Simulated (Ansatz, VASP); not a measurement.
## One calculation of LiCl, two programs

File INCAR:

```
  ALGO = Normal
  EDIFF = 1E-6
  ENCUT = 520
  GGA = PE
  ISIF = 2
  ISMEAR = 0
  LASPH = T
  LCHARG = F
  LREAL = F
  LWAVE = F
  NBANDS = 18
  NELM = 80
  PREC = Accurate
  SIGMA = 0.05
```

The input KPOINTS:

```
k-points
0
Gamma
  9 9 6
```

POSCAR

```
LiCl
1.0
    3.7894321079      0.0000000000      0.0000000000
   -1.8947160540      3.2817444714      0.0000000000
    0.0000000000      0.0000000000      6.1377714617
Li Cl
2 2
Direct
    0.6666666700      0.3333333300      0.8760170000
    0.3333333300      0.6666666700      0.3760170000
    0.6666666700      0.3333333300      0.4989840000
    0.3333333300      0.6666666700      0.9989840000
```

Input for Ansatz:

```yaml
crystal:
  lattice:
    - [3.7894321079, 0.0, 0.0]
    - [-1.894716054, 3.2817444714, 0.0]
    - [0.0, 0.0, 6.1377714617]
  atoms:
    - { symbol: Li, position: [0.66666667, 0.33333333, 0.876017] }
    - { symbol: Li, position: [0.33333333, 0.66666667, 0.376017] }
    - { symbol: Cl, position: [0.66666667, 0.33333333, 0.498984] }
    - { symbol: Cl, position: [0.33333333, 0.66666667, 0.998984] }
basis:
  ecutwfc: 420
  fft_grid_basis: typed
kpoints:
  mp_grid: { grid: [9, 9, 6] }
hamiltonian:
  xc: pbe
scf:
  occupations: { method: gaussian, width: 0.05 }
output:
  forces: true
  stress: true
  eigenvalues: true
  bader: true
  write_density: true
  volumetric_format: npy
  elf: true
```

Alike in both runs: task single point; functional PBE; k mesh 9 × 9 × 6; occupations gaussian, width 0.05 eV; no spin polarisation.

|  | VASP | Ansatz |
| --- | --- | --- |
| version | VASP 6.6.1 | Ansatz 0.2.0 |
| potentials or method | VASP PAW PBE potentials, release 64 (Li_sv, Cl), cutoff 520 eV | scalar-relativistic, plane waves, PAW |
| valence electrons in the cell | 20 | 20 |

```tsv
	VASP	Ansatz	Ansatz less VASP
gap on the k mesh at the Fermi level (eV)	6.31	6.31	-0.005
rms of the force components (eV/Å)	0.011	0.012	+0.0001
```

Atom by atom the forces differ by 0.000 eV/Å (rms over components).

Noted on VASP's run: the cutoff is short for stress, so the pressure is rough.
